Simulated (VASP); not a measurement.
Crystal: MgS (Niningerite).

```
CELL_PARAMETERS angstrom
0.00000 2.60152 2.60152
2.60152 0.00000 2.60152
2.60152 2.60152 0.00000
ATOMIC_POSITIONS crystal
Mg 0.00000 0.00000 0.00000
S 0.50000 0.50000 0.50000
```

Base run:

```yaml
Program: VASP 6.6.1
Functional: r2SCAN
Potentials_or_basis: VASP PAW PBE potentials, release 64 (Mg, S)
Cutoff: 520 eV
k_mesh: 6 × 6 × 6
Occupations: gaussian, width 0.01 eV
Spin: no spin polarisation
```

Its results: band gap on the k mesh 3.43 eV, indirect (least direct gap 4.62 eV); pressure -0.4 GPa.

Q: The run is repeated on the same cell with these changes: functional from r2SCAN to PBEsol; further incar settings from ALGO = Normal; EDIFF = 1e-07; NBANDS = 11 to ALGO = Normal; EDIFF = 1e-06; NBANDS = 11. What comes out?

A: Band gap on the k mesh 2.70 eV, indirect (least direct gap 3.59 eV); pressure -1.1 GPa.

Caveats: the PAW data sets were made with another functional, which shifts forces and pressure a little.

A k mesh can miss the band edges.
